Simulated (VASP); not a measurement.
# C (Immm) in VASP: single point with PBE

Aim: the single point of C with PBE.

All numbers are computed with VASP 6.6.1; they aren't measurements. Logs are shortened: lines on timing, memory, paths and dates and some standing lists are left out, and cuts for length are marked.

## 1. The cell of the first run

It takes space group Immm (No. 71, orthorhombic). Conventional cell: a = 1.440 Å, b = 5.459 Å, c = 8.022 Å, α = 90.00°, β = 90.00°, γ = 90.00°. C (site symmetry m2m) has 3 C at 1.44 to 1.51 Å within 1.9 Å.

## 2. Single point, PBE (atoms taken out, then relaxed in part)

File INCAR:

```
SYSTEM = C
  ALGO = Normal
  EDIFF = 1E-6
  ENCUT = 600
  GGA = PE
  GGA_COMPAT = .False.
  ISIF = 2
  ISMEAR = 0
  LASPH = .True.
  LCHARG = .False.
  LREAL = .False.
  LWAVE = .False.
  NBANDS = 11
  NELM = 120
  PREC = Accurate
  SIGMA = 0.1
```

File KPOINTS:

```
k-points
0
Gamma
  24 24 24
  0 0 0
```

File POSCAR:

```
C
1.0
   -0.7202108390      2.7294790339      4.0111971974
    0.7202108390     -2.7294790339      4.0111971974
    0.7202108390      2.7294790339     -4.0111971974
C
2
Direct
    0.6380367783      0.0000000000      0.6380367783
    0.3619632217      0.0000000000      0.3619632217
```

Potentials or basis: VASP PAW PBE potentials, release 64 (C).

Started as:

```
$ cat potpaw_PBE.64/C/POTCAR > POTCAR
$ mpirun -np 1 vasp_std > vasp.out
```

OUTCAR:

```text
SYSTEM = C
   EDIFF = 1E-6
   ENCUT = 600
   GGA = PE
   ISIF = 2
   ISMEAR = 0
   LASPH = .True.
   LREAL = .False.
   NELM = 120
   PREC = Accurate

 ion  position               nearest neighbor table
   1  0.638  0.000  0.638-   2 1.51
   2  0.362  0.000  0.362-   1 1.51

  LATTYP: Found a body centered orthorhombic cell.
 ALAT       =     1.4404216780
 B/A-ratio  =     3.7898333184
 C/A-ratio  =     5.5694762980

  Lattice vectors:

 A1 = (  -0.7202108390,   2.7294790339,   4.0111971974)
 A2 = (   0.7202108390,  -2.7294790339,   4.0111971974)
 A3 = (   0.7202108390,   2.7294790339,  -4.0111971974)

Analysis of symmetry for initial positions (statically):
=====================================================================
 Subroutine PRICEL returns:
 Original cell was already a primitive cell.

 Routine SETGRP: Setting up the symmetry group for a
 body centered orthorhombic supercell.

 Subroutine GETGRP returns: Found  8 space group operations
 (whereof  8 operations were pure point group operations)
 out of a pool of  8 trial point group operations.

The static configuration has the point symmetry D_2h.

Analysis of symmetry for dynamics (positions and initial velocities):
=====================================================================
 Subroutine PRICEL returns:
 Original cell was already a primitive cell.

 Routine SETGRP: Setting up the symmetry group for a
 body centered orthorhombic supercell.

 Subroutine GETGRP returns: Found  8 space group operations
 (whereof  8 operations were pure point group operations)
 out of a pool of  8 trial point group operations.

The dynamic configuration has the point symmetry D_2h.

 Subroutine INISYM returns: Found  8 space group operations
 (whereof  8 operations are pure point group operations),
 and found     1 'primitive' translations

----------------------------------------------------------------------------------------

                                     Primitive cell

  volume of cell :      31.5409

  direct lattice vectors                    reciprocal lattice vectors
    -0.720210839  2.729479034  4.011197197     0.000000000  0.183185140  0.124651064
     0.720210839 -2.729479034  4.011197197     0.694241148  0.000000000  0.124651064
[... 90 lines left out ...]
   NFREE  =      0    steps in history (QN), initial steepest desc. (CG)
   ISIF   =      2    stress and relaxation
   ISYM   =      2    0-nonsym 1-usesym 2-fastsym
   POTIM  = 0.5000    time-step for ionic-motion
   TEBEG  =    0.0;   TEEND  =   0.0 temperature during run
   PSTRESS=    0.0 pullay stress
   NELECT =       8.0000    total number of electrons
   NUPDOWN=      -1.0000    fix difference up-down
   EMIN   =  10.00;   EMAX   =-10.00  energy-range for DOS
   EFERMI =   0.00;   METHOD = LEGACY
   ISMEAR =     0;   SIGMA  =   0.10  broadening in eV -4-tet -1-fermi 0-gaus
   EFERMI_NEDOS =   21; number of points for ismear=-14 and -15
   IALGO  =     38    algorithm
   IMIX   =      4    mixing-type and parameters
     AMIX     =   0.40;   BMIX     =  1.00
     AMIX_MAG =   1.60;   BMIX_MAG =  1.00
  volume/ion in A,a.u.               =      15.77       106.42
  Fermi-wavevector in a.u.,A,eV,Ry     =   1.036288  1.958300 14.611191  1.073892
  Thomas-Fermi vector in A             =   2.170671
   LORBIT       =      0    0 simple, 1 ext, 2 COOP (PROOUT), +10 PAW based schemes
   GGA     = PE    functional components
   LHFCALC =     F    Hartree Fock is set to
   AEXX    =    0.0000 exact exchange contribution
   IVDW    =     0    specifies the selected vdW correction
   LEPSILON=     F    determine dielectric tensor
   LRPA    =     F    only Hartree local field effects (RPA)
 non-spin polarized calculation
 Gauss-broadening in eV      SIGMA  =   0.10
  energy-cutoff  :      600.00
  volume of cell :       31.54
 maximum number of plane-waves:      1076
   NGX = 19   NGY = 19   NGZ = 19

 number of electron       8.0000000 magnetization

 Free energy of the ion-electron system (eV)
  ---------------------------------------------------
  ext. energy  EPLUGINS =         0.00000000
  ---------------------------------------------------
  free energy    TOTEN  =       -14.85900377 eV

  energy without entropy =      -14.85657244  energy(sigma->0) =      -14.85778810

 E-fermi :   0.4228     XC(G=0):  -7.3029

 val. band max:        0.4202449223   @ k =  -0.2917   0.4583   0.2083
 cond. band min:       0.4234683377   @ k =  -0.3750   0.4583   0.2083
 fundamental gap:      0.0032234154
 Fermi energy:         0.4227647838

 k-point     1 :       0.0000    0.0000    0.0000
  band No.  band energies     occupation
      1     -19.3918      2.00000
      2     -12.1675      2.00000
      3      -6.9048      2.00000
      4      -6.3783      2.00000
      5      -1.7699      2.00000
      6       4.5703      0.00000
      7       6.5951      0.00000
      8       8.4384      0.00000
      9       9.3090      0.00000
     10      11.7648      0.00000
     11      16.6386      0.00000
[... 309 lines left out ...]
 k-point    24 :       0.4167    0.0417   -0.0000
  band No.  band energies     occupation
      1     -19.2853      2.00000
      2     -12.2258      2.00000
      3      -6.4627      2.00000
      4      -6.3947      2.00000
      5      -1.5560      2.00000
      6       4.0265      0.00000
      7       6.2828      0.00000
      8       8.4159      0.00000
      9      12.3016      0.00000
     10      13.3432      0.00000
     11      14.5456      0.00000

 [... further k-points ...]

------------------------ aborting loop because EDIFF is reached ----------------------------------------

  FORCE on cell =-STRESS in cart. coord.  units (eV):
  Direction    XX          YY          ZZ          XY          YZ          ZX
  --------------------------------------------------------------------------------------
  -------------------------------------------------------------------------------------
  Total        0.0359269      0.0435119     -0.0360073      0.0000000      0.0000000      0.0000000
  in kB        1.8249765      2.2102709     -1.8290610      0.0000000      0.0000000      0.0000000
  external PRESSURE =       0.7353955 kB  Pullay stress =       0.0000000 kB

 VOLUME and BASIS-vectors are now :
 -----------------------------------------------------------------------------
  energy-cutoff  :      600.00
  volume of cell :       31.54
      direct lattice vectors                 reciprocal lattice vectors
    -0.720210839  2.729479034  4.011197197     0.000000000  0.183185140  0.124651064
     0.720210839 -2.729479034  4.011197197     0.694241148  0.000000000  0.124651064
     0.720210839  2.729479034 -4.011197197     0.694241148  0.183185140  0.000000000

 POSITION                                       TOTAL-FORCE (eV/Angst)
 -----------------------------------------------------------------------------------
      0.00000      3.48302      0.00000        -0.000000      0.058808      0.000000
      0.00000      1.97594      0.00000         0.000000     -0.058808     -0.000000
 -----------------------------------------------------------------------------------
    total drift:                                0.000000      0.000000     -0.000000

  FREE ENERGIE OF THE ION-ELECTRON SYSTEM (eV)
  ---------------------------------------------------
  free  energy   TOTEN  =       -14.8590037666 eV

  energy  without entropy=      -14.8565724356  energy(sigma->0) =      -14.85778810
```

OSZICAR:

```text
N       E                     dE             d eps       ncg     rms          rms(c)
DAV:   1     0.223122430477E+02    0.22312E+02   -0.44906E+03 43354   0.690E+02
DAV:   2    -0.146513404906E+02   -0.36964E+02   -0.34393E+02 59987   0.135E+02
DAV:   3    -0.160540506416E+02   -0.14027E+01   -0.13914E+01 53375   0.252E+01
DAV:   4    -0.160655531612E+02   -0.11503E-01   -0.11497E-01 55227   0.276E+00
DAV:   5    -0.160656730511E+02   -0.11989E-03   -0.11989E-03 56173   0.240E-01    0.570E+00
DAV:   6    -0.150744163287E+02    0.99126E+00   -0.15238E+00 48627   0.618E+00    0.301E+00
DAV:   7    -0.148575506793E+02    0.21687E+00   -0.85442E-01 51982   0.481E+00    0.111E+00
DAV:   8    -0.148584512840E+02   -0.90060E-03   -0.36795E-02 48123   0.127E+00    0.219E-01
DAV:   9    -0.148587885836E+02   -0.33730E-03   -0.32199E-03 51600   0.351E-01    0.708E-02
DAV:  10    -0.148589887489E+02   -0.20017E-03   -0.37757E-04 46513   0.145E-01    0.174E-02
DAV:  11    -0.148590028343E+02   -0.14085E-04   -0.17647E-05 51344   0.345E-02    0.167E-02
DAV:  12    -0.148590037459E+02   -0.91155E-06   -0.18873E-05 46726   0.262E-02    0.329E-03
DAV:  13    -0.148590037666E+02   -0.20740E-07   -0.60937E-07 52444   0.521E-03
   1 F= -.14859004E+02 E0= -.14857788E+02  d E =-.243133E-02
```

Wall time 17 min (1 thread of Oxide Virtual Turin-like, shared host); peak memory 0.73 GiB.

Results:

| Property | Result |
| --- | --- |
| Free energy | -14.8590 eV |
| Pressure | 0.1 GPa |
| Largest force | 0.059 eV/Å |
| Band gap on the k mesh | zero (bands 4 and 5 overlap by 7.29 eV) |

Forces on the atoms (eV/Å):
```
C    0.000  0.059  0.000
C    0.000 -0.059  0.000
```

Levels at points of the mesh, in eV from the Fermi level:
```
           k point  band 2  band 3  band 4  band 5  band 6  band 7
(0.00, 0.00, 0.00)  -12.59   -7.33   -6.80   -2.19    4.15    6.17
(0.50, 0.00, 0.00)  -12.73   -6.96   -6.95   -2.09    3.43    5.82
(0.00, 0.50, 0.00)   -6.15   -3.21    5.10    5.28    5.62    9.50
(0.50, 0.50, 0.00)   -6.16   -3.21    4.96    5.29    5.78    9.47
(0.50, 0.50, 0.50)  -12.65   -7.25   -7.17   -1.67    6.02    6.18
```

Caveat: the cell differs from its parent crystal (atoms taken out, then relaxed in part); this functional lacks dispersion, which binds layers or chains, so the pressure and a relaxed spacing across them are unreliable.
